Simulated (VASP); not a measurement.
# Ti3Al (Fm-3m) in VASP: notebook

Ti3Al is run at these levels: PBEsol; tasks: single point.

Everything below comes from runs of VASP 6.6.1. Logs are shortened: lines on timing, memory, paths and dates and some standing lists are left out, and cuts for length are marked.

### Step 1. The cell of the first run

It takes space group Fm-3m (No. 225, cubic). Conventional cell: a = 6.332 Å, b = 6.332 Å, c = 6.332 Å, α = 90.00°, β = 90.00°, γ = 90.00°. Within 3.6 Å of Ti (site symmetry -43m) lie 4 Al at 2.74 Å and 10 Ti at 2.74 to 3.17 Å. Ti (site symmetry m-3m) has 8 Ti at 2.74 Å and 6 Al at 3.17 Å within 3.6 Å. Within 3.6 Å of Al (site symmetry m-3m) lie 14 Ti at 2.74 to 3.17 Å.

### Step 2. Single point, PBEsol

File INCAR:

```
PREC = Accurate
ENCUT = 520
EDIFF = 1E-6
ISMEAR = -1
SIGMA = 0.05
LREAL = False
LASPH = True
NELM = 60
ALGO = Normal
ISIF = 2
LWAVE = False
LCHARG = False
GGA = PS
NBANDS = 28
```

File KPOINTS:

```
regular mesh
0
Gamma
  6 6 6
```

File POSCAR:

```
Ti3Al
1.0
    0.0000000000      3.1658077740      3.1658077740
    3.1658077740      0.0000000000      3.1658077740
    3.1658077740      3.1658077740      0.0000000000
Ti Al
3 1
Direct
    0.7500000000      0.7500000000      0.7500000000
    0.2500000000      0.2500000000      0.2500000000
    0.0000000000      0.0000000000      0.0000000000
    0.5000000000      0.5000000000      0.5000000000
```

Potentials or basis: VASP PAW PBE potentials, release 64 (Ti_sv, Al).

Run with:

```bash
$ cat potpaw_PBE.64/Ti_sv/POTCAR potpaw_PBE.64/Al/POTCAR > POTCAR
$ mpirun -np 1 vasp_std > vasp.out
```

OUTCAR:

```text
PREC = Accurate
   ENCUT = 520
   EDIFF = 1E-6
   ISMEAR = -1
   LREAL = False
   LASPH = True
   NELM = 60
   ISIF = 2
   GGA = PS

 ion  position               nearest neighbor table
   1  0.750  0.750  0.750-   4 2.74   4 2.74   4 2.74   3 2.74   3 2.74   3 2.74   4 2.74   3 2.74

   2  0.250  0.250  0.250-   3 2.74   3 2.74   3 2.74   4 2.74   4 2.74   4 2.74   4 2.74   3 2.74

   3  0.000  0.000  0.000-   1 2.74   1 2.74   1 2.74   2 2.74   2 2.74   2 2.74   2 2.74   1 2.74

   4  0.500  0.500  0.500-   2 2.74   2 2.74   2 2.74   1 2.74   1 2.74   1 2.74   2 2.74   1 2.74

  LATTYP: Found a face centered cubic cell.
 ALAT       =     6.3316155480

  Lattice vectors:

 A1 = (   0.0000000000,   3.1658077740,   3.1658077740)
 A2 = (   3.1658077740,   0.0000000000,   3.1658077740)
 A3 = (   3.1658077740,   3.1658077740,   0.0000000000)

Analysis of symmetry for initial positions (statically):
=====================================================================
 Subroutine PRICEL returns:
 Original cell was already a primitive cell.

 Routine SETGRP: Setting up the symmetry group for a
 face centered cubic supercell.

 Subroutine GETGRP returns: Found 48 space group operations
 (whereof 48 operations were pure point group operations)
 out of a pool of 48 trial point group operations.

The static configuration has the point symmetry O_h .

Analysis of symmetry for dynamics (positions and initial velocities):
=====================================================================
 Subroutine PRICEL returns:
 Original cell was already a primitive cell.

 Routine SETGRP: Setting up the symmetry group for a
 face centered cubic supercell.

 Subroutine GETGRP returns: Found 48 space group operations
 (whereof 48 operations were pure point group operations)
 out of a pool of 48 trial point group operations.

The dynamic configuration has the point symmetry O_h .

 Subroutine INISYM returns: Found 48 space group operations
 (whereof 48 operations are pure point group operations),
 and found     1 'primitive' translations

----------------------------------------------------------------------------------------

                                     Primitive cell

  volume of cell :      63.4576

  direct lattice vectors                    reciprocal lattice vectors
     0.000000000  3.165807774  3.165807774    -0.157937574  0.157937574  0.157937574
     3.165807774  0.000000000  3.165807774     0.157937574 -0.157937574  0.157937574
     3.165807774  3.165807774  0.000000000     0.157937574  0.157937574 -0.157937574

  length of vectors
     4.477128290  4.477128290  4.477128290     0.273555903  0.273555903  0.273555903

  position of ions in fractional coordinates (direct lattice)
     0.750000000  0.750000000  0.750000000
     0.250000000  0.250000000  0.250000000
     0.000000000  0.000000000  0.000000000
     0.500000000  0.500000000  0.500000000

  ion indices of the primitive-cell ions
   primitive index   ion index
                 1           1
                 2           2
                 3           3
                 4           4

----------------------------------------------------------------------------------------

 KPOINTS: regular mesh

Automatic generation of k-mesh.
 Grid dimensions read from file:
 generate k-points for:    6    6    6

 Generating k-lattice:

  Cartesian coordinates                     Fractional coordinates (reciprocal lattice)
    -0.026322929  0.026322929  0.026322929     0.166666667  0.000000000  0.000000000
     0.026322929 -0.026322929  0.026322929     0.000000000  0.166666667  0.000000000
     0.026322929  0.026322929 -0.026322929     0.000000000  0.000000000  0.166666667

  Length of vectors
     0.045592650  0.045592650  0.045592650

  Shift w.r.t. Gamma in fractional coordinates (k-lattice)
     0.000000000  0.000000000  0.000000000

 Subroutine IBZKPT returns following result:
 ===========================================

 Found     16 irreducible k-points:

 Following reciprocal coordinates:
            Coordinates               Weight
  0.000000  0.000000  0.000000      1.000000
  0.166667  0.000000  0.000000      8.000000
  0.333333  0.000000  0.000000      8.000000
  0.500000  0.000000  0.000000      4.000000
  0.166667  0.166667  0.000000      6.000000
  0.333333  0.166667  0.000000     24.000000
[... 8 lines left out ...]
 -0.333333  0.333333  0.166667     24.000000
 -0.333333  0.500000  0.166667     12.000000
   k-points           NKPTS =     16   k-points in BZ     NKDIM =     16   number of bands    NBANDS=     28
   number of dos      NEDOS =    301   number of ions     NIONS =      4
   total plane-waves  NPLWV =  46656
   dimension x,y,z NGX =    36 NGY =   36 NGZ =   36
   dimension x,y,z NGXF=    72 NGYF=   72 NGZF=   72
   ions per type =               3   1
   NGX,Y,Z   is equivalent  to a cutoff of  13.37, 13.37, 13.37 a.u.
   NGXF,Y,Z  is equivalent  to a cutoff of  26.74, 26.74, 26.74 a.u.
 SYSTEM =  unknown system
   PREC   = accura    normal or accurate (medium, high low for compatibility)
   ISTART =      0    job   : 0-new  1-cont  2-samecut
   ICHARG =      2    charge: 1-file 2-atom 10-const
   ISPIN  =      1    spin polarized calculation?
   LNONCOLLINEAR =      F non collinear calculations
   LSORBIT =      F    spin-orbit coupling
   LASPH  =      T    aspherical Exc in radial PAW
   ENCUT  =  520.0 eV  38.22 Ry    6.18 a.u.   8.32  8.32  8.32*2*pi/ulx,y,z
   NELM   =     60;   NELMIN=  2; NELMDL= -5     # of ELM steps
   EDIFF  = 0.1E-05   stopping-criterion for ELM
   LREAL  =      F    real-space projection
   EDIFFG = 0.1E-04   stopping-criterion for IOM
   NSW    =      0    number of steps for IOM
   IBRION =     -1    ionic relax: 0-MD 1-quasi-New 2-CG
   NFREE  =      0    steps in history (QN), initial steepest desc. (CG)
   ISIF   =      2    stress and relaxation
   ISYM   =      2    0-nonsym 1-usesym 2-fastsym
   POTIM  = 0.5000    time-step for ionic-motion
   TEBEG  =    0.0;   TEEND  =   0.0 temperature during run
   PSTRESS=    0.0 pullay stress
   NELECT =      39.0000    total number of electrons
   NUPDOWN=      -1.0000    fix difference up-down
   EMIN   =  10.00;   EMAX   =-10.00  energy-range for DOS
   EFERMI =   0.00;   METHOD = LEGACY
   ISMEAR =    -1;   SIGMA  =   0.05  broadening in eV -4-tet -1-fermi 0-gaus
   EFERMI_NEDOS =   21; number of points for ismear=-14 and -15
   IALGO  =     38    algorithm
   IMIX   =      4    mixing-type and parameters
     AMIX     =   0.40;   BMIX     =  1.00
     AMIX_MAG =   1.60;   BMIX_MAG =  1.00
  volume/ion in A,a.u.               =      15.86       107.06
  Fermi-wavevector in a.u.,A,eV,Ry     =   1.391880  2.630272 26.358978  1.937330
  Thomas-Fermi vector in A             =   2.515677
   LORBIT       =      0    0 simple, 1 ext, 2 COOP (PROOUT), +10 PAW based schemes
   GGA     = PS    functional components
   LHFCALC =     F    Hartree Fock is set to
   AEXX    =    0.0000 exact exchange contribution
   IVDW    =     0    specifies the selected vdW correction
   LEPSILON=     F    determine dielectric tensor
   LRPA    =     F    only Hartree local field effects (RPA)
 non-spin polarized calculation
  energy-cutoff  :      520.00
  volume of cell :       63.46
 maximum number of plane-waves:      1724
 NGX is ok and might be reduce to    36
   NGX = 17   NGY = 17   NGZ = 17

 number of electron      39.0000000 magnetization

 Free energy of the ion-electron system (eV)
  ---------------------------------------------------
  ext. energy  EPLUGINS =         0.00000000
  ---------------------------------------------------
  free energy    TOTEN  =       -29.71269439 eV

  energy without entropy =      -29.65674998  energy(sigma->0) =      -29.68472219

 E-fermi :   8.6116     XC(G=0): -11.6590

 val. band max:        8.6007535266   @ k =   0.3333   0.1667   0.0000
 cond. band min:       8.6349342736   @ k =  -0.3333   0.5000   0.1667
 fundamental gap:      0.0341807471
 Fermi energy:         8.6116480192

 k-point     1 :       0.0000    0.0000    0.0000
  band No.  band energies     occupation
      1     -47.6254      2.00000
      2     -47.5314      2.00000
      3     -47.3027      2.00000
      4     -24.0341      2.00000
      5     -24.0341      2.00000
      6     -24.0341      2.00000
[... 20 lines left out ...]
     27      11.9299      0.00000
     28      11.9299      0.00000

 k-point     2 :       0.1667    0.0000    0.0000
  band No.  band energies     occupation
      1     -47.6150      2.00000
      2     -47.5345      2.00000
      3     -47.3103      2.00000
      4     -24.0944      2.00000
      5     -24.0737      2.00000
      6     -24.0737      2.00000
[... 20 lines left out ...]
     27      11.9556      0.00000
     28      11.9556      0.00000

 k-point     3 :       0.3333    0.0000    0.0000
  band No.  band energies     occupation
      1     -47.5898      2.00000
      2     -47.5435      2.00000
      3     -47.3268      2.00000
      4     -24.1125      2.00000
      5     -24.1125      2.00000
      6     -24.1046      2.00000
[... 20 lines left out ...]
     27      11.7702      0.00000
     28      11.7702      0.00000

 k-point     4 :       0.5000    0.0000    0.0000
  band No.  band energies     occupation
      1     -47.5695      2.00000
      2     -47.5548      2.00000
      3     -47.3361      2.00000
      4     -24.1271      2.00000
      5     -24.1271      2.00000
      6     -24.0831      2.00000
[... 330 lines left out ...]
     27      11.7340      0.00000
     28      11.9453      0.00000

 k-point    15 :      -0.3333    0.3333    0.1667
  band No.  band energies     occupation
      1     -47.5585      2.00000
      2     -47.5547      2.00000
      3     -47.3474      2.00000
      4     -24.2174      2.00000
      5     -24.1110      2.00000
      6     -24.0939      2.00000
[... 20 lines left out ...]
     27      11.5415      0.00000
     28      11.7845      0.00000

 k-point    16 :      -0.3333    0.5000    0.1667
  band No.  band energies     occupation
      1     -47.5586      2.00000
      2     -47.5506      2.00000
      3     -47.3514      2.00000
      4     -24.2399      2.00000
      5     -24.1659      2.00000
      6     -24.0395      2.00000
[... 20 lines left out ...]
     27      11.3657      0.00000
     28      11.5911      0.00000

------------------------ aborting loop because EDIFF is reached ----------------------------------------

  FORCE on cell =-STRESS in cart. coord.  units (eV):
  Direction    XX          YY          ZZ          XY          YZ          ZX
  --------------------------------------------------------------------------------------
  -------------------------------------------------------------------------------------
  Total        0.8134724      0.8134724      0.8134724      0.0000000      0.0000000      0.0000000
  in kB       20.5385496     20.5385496     20.5385496      0.0000000      0.0000000      0.0000000
  external PRESSURE =      20.5385496 kB  Pullay stress =       0.0000000 kB

 VOLUME and BASIS-vectors are now :
 -----------------------------------------------------------------------------
  energy-cutoff  :      520.00
  volume of cell :       63.46
      direct lattice vectors                 reciprocal lattice vectors
     0.000000000  3.165807774  3.165807774    -0.157937574  0.157937574  0.157937574
     3.165807774  0.000000000  3.165807774     0.157937574 -0.157937574  0.157937574
     3.165807774  3.165807774  0.000000000     0.157937574  0.157937574 -0.157937574

 POSITION                                       TOTAL-FORCE (eV/Angst)
 -----------------------------------------------------------------------------------
      4.74871      4.74871      4.74871        -0.000000     -0.000000      0.000000
      1.58290      1.58290      1.58290         0.000000      0.000000     -0.000000
      0.00000      0.00000      0.00000        -0.000000      0.000000      0.000000
      3.16581      3.16581      3.16581        -0.000000      0.000000      0.000000
 -----------------------------------------------------------------------------------
    total drift:                                0.000000      0.000000      0.000000

  FREE ENERGIE OF THE ION-ELECTRON SYSTEM (eV)
  ---------------------------------------------------
  free  energy   TOTEN  =       -29.7126943931 eV

  energy  without entropy=      -29.6567499845  energy(sigma->0) =      -29.68472219
```

It took 18 s on 1 thread of Intel Xeon 6975P-C (Granite Rapids), shared host; peak memory 0.2 GiB.

What came out:

```
Free energy : -29.7127 eV
Pressure    : 2.1 GPa
```

Caveat: the PAW data sets were made with another functional, which shifts forces and pressure a little.

### Step 3. Single point, PBEsol

This run uses another cell than the first one, of 16.20 Å³/atom, 1.021 times its volume.

File INCAR:

```
PREC = Accurate ; ENCUT = 520
EDIFF = 1E-6 ; ISMEAR = -1
SIGMA = 0.05 ; LREAL = False
LASPH = True ; NELM = 60
ALGO = Normal ; ISIF = 2
LWAVE = False ; LCHARG = False
GGA = PS ; NBANDS = 28
```

KPOINTS is that of step 2.

File POSCAR:

```
Ti3Al
1.0
    0.0000000000      3.1881029295      3.1881029295
    3.1881029295      0.0000000000      3.1881029295
    3.1881029295      3.1881029295      0.0000000000
Ti Al
3 1
Direct
    0.7500000000      0.7500000000      0.7500000000
    0.2500000000      0.2500000000      0.2500000000
    0.0000000000      0.0000000000      0.0000000000
    0.5000000000      0.5000000000      0.5000000000
```

Potentials or basis: VASP PAW PBE potentials, release 64 (Ti_sv, Al).

Run with:

```bash
$ cat potpaw_PBE.64/Ti_sv/POTCAR potpaw_PBE.64/Al/POTCAR > POTCAR
$ mpirun -np 1 vasp_std > vasp.out
```

Wall time 19 s (1 thread of Intel Xeon 6975P-C (Granite Rapids), shared host); peak memory 0.2 GiB.

Results (log left out):

- Free energy: -29.7197 eV
- Pressure: -0.5 GPa

Levels at points of the mesh, in eV from the Fermi level:
```
           k point  band 15  band 16  band 17  band 18  band 19  band 20  band 21  band 22  band 23  band 24
(0.00, 0.00, 0.00)    -1.74    -1.74    -1.73    -1.73     0.04     0.04     0.04     2.37     2.37     2.37
(0.50, 0.00, 0.00)    -1.93    -1.93    -0.38    -0.32    -0.32    -0.04    -0.04     0.84     1.05     1.05
(0.50, 0.50, 0.00)    -2.01    -1.99    -0.58    -0.58    -0.12    -0.10    -0.10     1.15     1.28     1.28
```

Caveat: the PAW data sets were made with another functional, which shifts forces and pressure a little.

(Part 1 of 2 ends here.)
